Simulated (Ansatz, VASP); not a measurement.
## MgAl2Cl2 in VASP and in Ansatz

```xyz
5
Lattice="3.5468 0.0000 0.0000 -1.7734 3.0716 0.0000 0.0000 0.0000 12.9822" Properties=species:S:1:pos:R:3 pbc="T T T"
Al    0.0000    2.0478    7.3758
Al    1.7734    1.0239    5.6064
Cl    0.0000    2.0478   11.5631
Cl    1.7734    1.0239    1.4191
Mg    0.0000    0.0000    0.0000
```

Alike in both runs: functional PBE; k mesh 5 × 5 × 3; occupations fermi-dirac, width 0.0429 eV; no spin polarisation.

Ansatz relaxed the structure, and its values are those at the end. VASP's run is a single point on that final structure, the one shown.

|  | VASP | Ansatz |
| --- | --- | --- |
| version | VASP 6.6.1 | Ansatz 0.2.0 |
| potentials or method | VASP PAW PBE potentials, release 64 (Al, Cl, Mg), cutoff 520 eV | PAW plane waves |
| valence electrons in the cell | 22 | 30 |

Ansatz gave:

```
gap on the k mesh at the Fermi level (eV) : none
pressure (GPa)                            : 0.0
rms of the force components (eV/Å)        : 0.002
```

Problem. What did VASP give for the same quantities?

Solution. gap on the k mesh at the Fermi level (eV): none; pressure (GPa): -0.1; rms of the force components (eV/Å): 0.008.

A gap of «none» marks a metal or a gap that the smearing closes. VASP's potentials hold 22 valence electrons a cell and Ansatz's 30, so a difference there can come from the potentials and not from the codes. Ansatz's warnings: structure snapped to symmetry.

The k mesh is coarse, so the values compare programs but aren't converged.
